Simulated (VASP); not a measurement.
# W (Fd-3m) in VASP: a series of runs

Runs on W. Level: PBEsol. Tasks: single point, relaxation of cell and atoms.

Program: VASP 6.6.1. These are calculated values, not measurements. Logs are shortened: lines on timing, memory, paths and dates and some standing lists are left out, and cuts for length are marked.

### Step 1. The cell of the first run

It takes space group Fd-3m (No. 227, cubic). Conventional cell: a = 5.129 Å, b = 5.129 Å, c = 5.129 Å, α = 90.00°, β = 90.00°, γ = 90.00°. W (site symmetry -43m) has 4 W at 2.22 Å within 2.9 Å.

### Step 2. Single point, PBEsol

The input, INCAR:

```
ALGO = Normal
EDIFF = 1E-6
ENCUT = 500
GGA = PS
GGA_COMPAT = F
ISIF = 2
ISMEAR = -1
LASPH = T
LCHARG = F
LREAL = F
LWAVE = F
NBANDS = 21
NELM = 120
PREC = Accurate
SIGMA = 0.1
```

The input, KPOINTS:

```
k-points
0
Gamma
  13 13 13
```

The input, POSCAR:

```
W
1.0
    0.0000000000      2.5642546661      2.5642546661
    2.5642546661      0.0000000000      2.5642546661
    2.5642546661      2.5642546661      0.0000000000
W
2
Direct
   -0.1250000000     -0.1250000000     -0.1250000000
    0.1250000000      0.1250000000      0.1250000000
```

Potentials or basis: VASP PAW PBE potentials, release 64 (W_sv).

Command:

```
cat potpaw_PBE.64/W_sv/POTCAR > POTCAR
mpirun -np 1 vasp_std > vasp.out
```

OUTCAR:

```text
EDIFF = 1E-6
   ENCUT = 500
   GGA = PS
   ISIF = 2
   ISMEAR = -1
   LASPH = T
   LREAL = F
   NELM = 120
   PREC = Accurate

 ion  position               nearest neighbor table
   1  0.875  0.875  0.875-   2 2.22   2 2.22   2 2.22   2 2.22
   2  0.125  0.125  0.125-   1 2.22   1 2.22   1 2.22   1 2.22

  LATTYP: Found a face centered cubic cell.
 ALAT       =     5.1285093322

  Lattice vectors:

 A1 = (   0.0000000000,   2.5642546661,   2.5642546661)
 A2 = (   2.5642546661,   0.0000000000,   2.5642546661)
 A3 = (   2.5642546661,   2.5642546661,   0.0000000000)

Analysis of symmetry for initial positions (statically):
=====================================================================
 Subroutine PRICEL returns:
 Original cell was already a primitive cell.

 Routine SETGRP: Setting up the symmetry group for a
 face centered cubic supercell.

 Subroutine GETGRP returns: Found 48 space group operations
 (whereof 12 operations were pure point group operations)
 out of a pool of 48 trial point group operations.

The static configuration has the point symmetry D_3d.
 The point group associated with its full space group is O_h .

Analysis of symmetry for dynamics (positions and initial velocities):
=====================================================================
 Subroutine PRICEL returns:
 Original cell was already a primitive cell.

 Routine SETGRP: Setting up the symmetry group for a
 face centered cubic supercell.

 Subroutine GETGRP returns: Found 48 space group operations
 (whereof 12 operations were pure point group operations)
 out of a pool of 48 trial point group operations.

The dynamic configuration has the point symmetry D_3d.
 The point group associated with its full space group is O_h .

 Subroutine INISYM returns: Found 48 space group operations
 (whereof 12 operations are pure point group operations),
 and found     1 'primitive' translations

----------------------------------------------------------------------------------------

                                     Primitive cell

  volume of cell :      33.7220

[... 71 lines left out ...]
   number of dos      NEDOS =    301   number of ions     NIONS =      2
   total plane-waves  NPLWV =  21952
   dimension x,y,z NGX =    28 NGY =   28 NGZ =   28
   dimension x,y,z NGXF=    56 NGYF=   56 NGZF=   56
   ions per type =               2
   NGX,Y,Z   is equivalent  to a cutoff of  12.84, 12.84, 12.84 a.u.
   NGXF,Y,Z  is equivalent  to a cutoff of  25.67, 25.67, 25.67 a.u.
 SYSTEM =  unknown system
   PREC   = accura    normal or accurate (medium, high low for compatibility)
   ISTART =      0    job   : 0-new  1-cont  2-samecut
   ICHARG =      2    charge: 1-file 2-atom 10-const
   ISPIN  =      1    spin polarized calculation?
   LNONCOLLINEAR =      F non collinear calculations
   LSORBIT =      F    spin-orbit coupling
   LASPH  =      T    aspherical Exc in radial PAW
   ENCUT  =  500.0 eV  36.75 Ry    6.06 a.u.   6.61  6.61  6.61*2*pi/ulx,y,z
   NELM   =    120;   NELMIN=  2; NELMDL= -5     # of ELM steps
   EDIFF  = 0.1E-05   stopping-criterion for ELM
   LREAL  =      F    real-space projection
   EDIFFG = 0.1E-04   stopping-criterion for IOM
   NSW    =      0    number of steps for IOM
   IBRION =     -1    ionic relax: 0-MD 1-quasi-New 2-CG
   NFREE  =      0    steps in history (QN), initial steepest desc. (CG)
   ISIF   =      2    stress and relaxation
   ISYM   =      2    0-nonsym 1-usesym 2-fastsym
   POTIM  = 0.5000    time-step for ionic-motion
   TEBEG  =    0.0;   TEEND  =   0.0 temperature during run
   PSTRESS=    0.0 pullay stress
   NELECT =      28.0000    total number of electrons
   NUPDOWN=      -1.0000    fix difference up-down
   EMIN   =  10.00;   EMAX   =-10.00  energy-range for DOS
   EFERMI =   0.00;   METHOD = LEGACY
   ISMEAR =    -1;   SIGMA  =   0.10  broadening in eV -4-tet -1-fermi 0-gaus
   EFERMI_NEDOS =   21; number of points for ismear=-14 and -15
   IALGO  =     38    algorithm
   IMIX   =      4    mixing-type and parameters
     AMIX     =   0.40;   BMIX     =  1.00
     AMIX_MAG =   1.60;   BMIX_MAG =  1.00
  volume/ion in A,a.u.               =      16.86       113.78
  Fermi-wavevector in a.u.,A,eV,Ry     =   1.538709  2.907737 32.213478  2.367624
  Thomas-Fermi vector in A             =   2.645039
   LORBIT       =      0    0 simple, 1 ext, 2 COOP (PROOUT), +10 PAW based schemes
   GGA     = PS    functional components
   LHFCALC =     F    Hartree Fock is set to
   AEXX    =    0.0000 exact exchange contribution
   IVDW    =     0    specifies the selected vdW correction
   LEPSILON=     F    determine dielectric tensor
   LRPA    =     F    only Hartree local field effects (RPA)
 non-spin polarized calculation
  energy-cutoff  :      500.00
  volume of cell :       33.72
 maximum number of plane-waves:       881
   NGX = 13   NGY = 13   NGZ = 13

 number of electron      28.0000002 magnetization

 Free energy of the ion-electron system (eV)
  ---------------------------------------------------
  ext. energy  EPLUGINS =         0.00000000
  ---------------------------------------------------
  free energy    TOTEN  =       -18.89451229 eV

  energy without entropy =      -18.84685884  energy(sigma->0) =      -18.87068557

 E-fermi :   9.5974     XC(G=0): -12.9199

 val. band max:        9.5946170795   @ k =   0.4615   0.4615   0.0000
 cond. band min:       9.6327262124   @ k =  -0.1538   0.2308   0.0769
 fundamental gap:      0.0381091329
 Fermi energy:         9.5973635765

 k-point     1 :       0.0000    0.0000    0.0000
  band No.  band energies     occupation
      1     -63.8994      2.00000
      2     -62.6370      2.00000
      3     -29.0755      2.00000
      4     -29.0755      2.00000
      5     -29.0755      2.00000
      6     -26.7091      2.00000
[... 565 lines left out ...]
     20      16.8698      0.00000
     21      21.9325      0.00000

 [... further k-points ...]
[... 5 lines left out ...]
  --------------------------------------------------------------------------------------
  -------------------------------------------------------------------------------------
  Total       19.7452820     19.7452820     19.7452820      0.0000000      0.0000000      0.0000000
  in kB      938.1244687    938.1244687    938.1244687      0.0000000      0.0000000      0.0000000
  external PRESSURE =     938.1244687 kB  Pullay stress =       0.0000000 kB

 VOLUME and BASIS-vectors are now :
 -----------------------------------------------------------------------------
  energy-cutoff  :      500.00
  volume of cell :       33.72
      direct lattice vectors                 reciprocal lattice vectors
     0.000000000  2.564254666  2.564254666    -0.194988433  0.194988433  0.194988433
     2.564254666  0.000000000  2.564254666     0.194988433 -0.194988433  0.194988433
     2.564254666  2.564254666  0.000000000     0.194988433  0.194988433 -0.194988433

 POSITION                                       TOTAL-FORCE (eV/Angst)
 -----------------------------------------------------------------------------------
      4.48745      4.48745      4.48745        -0.000000     -0.000000     -0.000000
      0.64106      0.64106      0.64106         0.000000      0.000000      0.000000
 -----------------------------------------------------------------------------------
    total drift:                                0.000000     -0.000000     -0.000000

  FREE ENERGIE OF THE ION-ELECTRON SYSTEM (eV)
  ---------------------------------------------------
  free  energy   TOTEN  =       -18.8945122933 eV

  energy  without entropy=      -18.8468588396  energy(sigma->0) =      -18.87068557
```

stdout:

```text
POSCAR found type information on POSCAR W
 POSCAR found :  1 types and       2 ions
 scaLAPACK will be used
 -----------------------------------------------------------------------------
|                                                                             |
|                                                                             |
|     You enforced a specific xc type in the INCAR file but a different       |
|     I HOPE YOU KNOW WHAT YOU ARE DOING!                                     |
|                                                                             |
 -----------------------------------------------------------------------------

 LDA part: xc-table for (Slater+PW92), standard interpolation
 POSCAR, INCAR and KPOINTS ok, starting setup
 FFT: planning ... GRIDC
 FFT: planning ... GRID_SOFT
 FFT: planning ... GRID
 WAVECAR not read
 entering main loop
```

Wall time 26 s (1 thread of AMD EPYC 9R45 (Zen 5), shared host); peak memory 0.15 GiB.

Results:

```yaml
Free_energy: -18.8945 eV
Pressure: 93.8 GPa
Band_gap_on_the_k_mesh: zero (band 14 reaches 10.13 eV, above the bottom of band 15 at 9.07 eV)
```

Levels at points of the mesh, in eV from the Fermi level:
```tsv
k point	band 10	band 11	band 12	band 13	band 14	band 15	band 16	band 17	band 18	band 19
(0.00, 0.00, 0.00)	-3.84	-3.84	-1.70	-1.70	-1.70	2.08	2.08	2.08	7.93	7.93
```

Caveat: the PAW data sets were made with another functional, which shifts forces and pressure a little; spin-orbit coupling is left out, which moves the levels of the heavy elements.

(Part 1 of 2 ends here.)
